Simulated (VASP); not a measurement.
# P (R-3m) in VASP: notebook, part 2 of 2

VASP 6.6.1. The steps go on from the part before.

## (3) Single point, PBE-based screened hybrid with 50 % exact exchange

Input file POSCAR:

```
P
1.0
    1.7257251780      0.9963478961      3.1296800121
   -1.7257251780      0.9963478961      3.1296800121
    0.0000000000     -1.9926957921      3.1296800121
P
2
Direct
    0.7729197500      0.7729197500      0.7729197500
    0.2270802500      0.2270802500      0.2270802500
```

Input file INCAR.step1:

```
SYSTEM = P
PREC = Accurate
ENCUT = 520
EDIFF = 1E-5
ISMEAR = -1
SIGMA = 0.05
LREAL = .FALSE.
LASPH = .TRUE.
NELM = 60
ALGO = Normal
ISIF = 2
LWAVE = .TRUE.
LCHARG = .FALSE.
NBANDS = 12
GGA = PE
```

Input file INCAR.step2:

```
SYSTEM = P
PREC = Accurate
ENCUT = 520
EDIFF = 1E-7
ISMEAR = -1
SIGMA = 0.05
LREAL = .FALSE.
LASPH = .TRUE.
NELM = 60
ALGO = Normal
ISIF = 2
LWAVE = .FALSE.
LCHARG = .FALSE.
GGA = PE
LHFCALC = .TRUE.
AEXX = 0.5
HFSCREEN = 0.2
PRECFOCK = Normal
NBANDS = 12
ISTART = 1
```

Input file KPOINTS:

```
Automatic mesh
0
G
  5 5 5
  0 0 0
```

Potentials or basis: VASP PAW PBE potentials, release 64 (P).

Run with:

```console
> cat potpaw_PBE.64/P/POTCAR > POTCAR
> cp INCAR.step1 INCAR
> mpirun -np 1 vasp_std > vasp.out
> cp INCAR.step2 INCAR
> mpirun -np 1 vasp_std > vasp.out
```

OUTCAR:

```text
SYSTEM = P
   PREC = Accurate
   ENCUT = 520
   EDIFF = 1E-7
   ISMEAR = -1
   LREAL = .FALSE.
   LASPH = .TRUE.
   NELM = 60
   ISIF = 2
   GGA = PE
   LHFCALC = .TRUE.
   AEXX = 0.5
   HFSCREEN = 0.2
   PRECFOCK = Normal
   ISTART = 1

 ion  position               nearest neighbor table
   1  0.773  0.773  0.773-   2 2.29   2 2.29   2 2.29   2 2.82   2 2.82   2 2.82
   2  0.227  0.227  0.227-   1 2.29   1 2.29   1 2.29   1 2.82   1 2.82   1 2.82

  LATTYP: Found a trigonal (rhomboedric) cell.
 ALAT       =     3.7102201415
 COS(alpha) =     0.5673129383

  Lattice vectors:

 A1 = (   1.7257251780,   0.9963478961,   3.1296800121)
 A2 = (  -1.7257251780,   0.9963478961,   3.1296800121)
 A3 = (   0.0000000000,  -1.9926957921,   3.1296800121)

Analysis of symmetry for initial positions (statically):
=====================================================================
 Subroutine PRICEL returns:
 Original cell was already a primitive cell.

 Routine SETGRP: Setting up the symmetry group for a
 trigonal (rhombohedral) supercell.

[... 177 lines left out ...]
      2       4.3306      2.00000
      3       4.5951      2.00000
      4       4.9423      2.00000
      5       4.9423      2.00000
      6      11.1770      0.00000
      7      12.6882      0.00000
      8      12.6882      0.00000
      9      16.1203      0.00000
     10      16.1203      0.00000
     11      17.4976      0.00000
     12      17.5115      0.00000
[... 256 lines left out ...]
 k-point    19 :      -0.4000    0.4000    0.4000
  band No.  band energies     occupation
      1      -8.6864      2.00000
      2      -4.3395      2.00000
      3       1.1096      2.00000
      4       3.8486      2.00000
      5       6.9186      2.00000
      6      11.0572      0.00000
      7      12.4954      0.00000
      8      14.9778      0.00000
      9      17.3663      0.00000
     10      19.0028      0.00000
     11      20.0726      0.00000
     12      23.4850      0.00000

------------------------ aborting loop because EDIFF is reached ----------------------------------------

  FORCE on cell =-STRESS in cart. coord.  units (eV):
  Direction    XX          YY          ZZ          XY          YZ          ZX
  --------------------------------------------------------------------------------------
  -------------------------------------------------------------------------------------
  Total       -1.0327610     -1.0327610     -0.7811671     -0.0000000     -0.0000000      0.0000000
  in kB      -51.2479584    -51.2479584    -38.7632965     -0.0000000     -0.0000000      0.0000000
  external PRESSURE =     -47.0864044 kB  Pullay stress =       0.0000000 kB

 VOLUME and BASIS-vectors are now :
 -----------------------------------------------------------------------------
  energy-cutoff  :      520.00
  volume of cell :       32.29
      direct lattice vectors                 reciprocal lattice vectors
     1.725725178  0.996347896  3.129680012     0.289733271  0.167277582  0.106507161
    -1.725725178  0.996347896  3.129680012    -0.289733271  0.167277582  0.106507161
     0.000000000 -1.992695792  3.129680012     0.000000000 -0.334555164  0.106507161

 POSITION                                       TOTAL-FORCE (eV/Angst)
 -----------------------------------------------------------------------------------
      0.00000      0.00000      7.25697         0.000000      0.000000      0.605092
      0.00000      0.00000      2.13207         0.000000     -0.000000     -0.605092
 -----------------------------------------------------------------------------------
    total drift:                                0.000000      0.000000     -0.000000

  FREE ENERGIE OF THE ION-ELECTRON SYSTEM (eV)
  ---------------------------------------------------
  free  energy   TOTEN  =       -14.9022217849 eV

  energy  without entropy=      -14.8986571201  energy(sigma->0) =      -14.90043945
```

It took 12 min on 1 thread of AMD EPYC 7R13 (Zen 3), shared host; peak memory 0.22 GiB.

What came out:

```
Free energy            : -14.9022 eV
Pressure               : -4.7 GPa
Largest force          : 0.605 eV/Å
Band gap on the k mesh : zero (filled and empty bands touch)
```

Forces on the atoms (eV/Å):
```
P    0.000  0.000  0.605
P    0.000  0.000 -0.605
```

Caveat: the k points lie up to 0.44 Å⁻¹ apart; the PAW data sets were made with another functional, which shifts forces and pressure a little.

## (4) Single point, HSE06

POSCAR is that of step 3.

Input file INCAR.step1:

```
  ALGO = Normal
  EDIFF = 1E-5
  ENCUT = 520
  GGA = PE
  ISIF = 2
  ISMEAR = -1
  LASPH = T
  LCHARG = F
  LREAL = F
  LWAVE = T
  NBANDS = 12
  NELM = 100
  PREC = Accurate
  SIGMA = 0.05
```

Input file INCAR.step2:

```
  ALGO = Normal
  EDIFF = 1E-6
  ENCUT = 520
  GGA = PE
  HFSCREEN = 0.2079
  ISIF = 2
  ISMEAR = -1
  ISTART = 1
  LASPH = T
  LCHARG = F
  LHFCALC = T
  LREAL = F
  LWAVE = F
  NBANDS = 12
  NELM = 100
  PREC = Accurate
  PRECFOCK = Normal
  SIGMA = 0.05
```

Input file KPOINTS:

```
k-points
0
Gamma
  6 6 6
```

Run with:

```console
> cat potpaw_PBE.64/P/POTCAR > POTCAR
> cp INCAR.step1 INCAR
> mpirun -np 1 vasp_std > vasp.out
> cp INCAR.step2 INCAR
> mpirun -np 1 vasp_std > vasp.out
```

Wall time 15 min (1 thread of Intel Xeon 6975P-C (Granite Rapids), shared host); peak memory 0.26 GiB.

It converged, with:

| Quantity | Value |
| --- | --- |
| Free energy | -12.7073 eV |
| Pressure | -2.2 GPa |
| Largest force | 0.328 eV/Å |
| Band gap on the k mesh | zero (bands 5 and 6 overlap by 0.48 eV) |

Forces on the atoms (eV/Å):
```
P    0.000  0.000  0.328
P    0.000  0.000 -0.328
```

Stress tensor (GPa, compression positive):
```
-2.54  0.00  0.00
 0.00 -2.54  0.00
 0.00  0.00 -1.54
```

Levels at points of the mesh, in eV from the Fermi level:
```
           k point  band 3  band 4  band 5  band 6  band 7  band 8
(0.00, 0.00, 0.00)   -4.05   -3.76   -3.76    1.44    2.84    2.84
(0.50, 0.00, 0.00)   -4.81   -4.31   -1.21   -0.31    0.02    0.47
(0.50, 0.50, 0.00)   -8.13   -6.55   -6.53   -0.02    6.68    8.06
(0.50, 0.50, 0.50)   -3.67   -3.67   -0.30   -0.30    0.16    2.15
```

Caveat: the k points lie up to 0.37 Å⁻¹ apart; the PAW data sets were made with another functional, which shifts forces and pressure a little.

## (5) The runs side by side

| level | k mesh | share of exact exchange | screening parameter | gap on the mesh (eV) | pressure (GPa) | largest force (eV/Å) |
| --- | --- | --- | --- | --- | --- | --- |
| PBE-based screened hybrid with 40 % exact exchange | 5 × 5 × 5 | 0.4 | 0.2 1/Å | none | -3.4 | 0.47 |
| PBE-based screened hybrid with 50 % exact exchange | 5 × 5 × 5 | 0.5 | 0.2 1/Å | none | -4.7 | 0.61 |
| HSE06 | 6 × 6 × 6 | 0.25 | 0.2079 1/Å | none | -2.2 | 0.33 |

Alike in all rows: task single point; potentials or basis VASP PAW PBE potentials, release 64 (P); no spin polarisation; cell as given; cutoff (eV) 520; smearing fermi-dirac 0.05 eV.

Caveats: all runs use coarse meshes; the PAW data sets were made with another functional, which shifts forces and pressure a little.

Absolute energies hang on the potentials; compare differences alone.
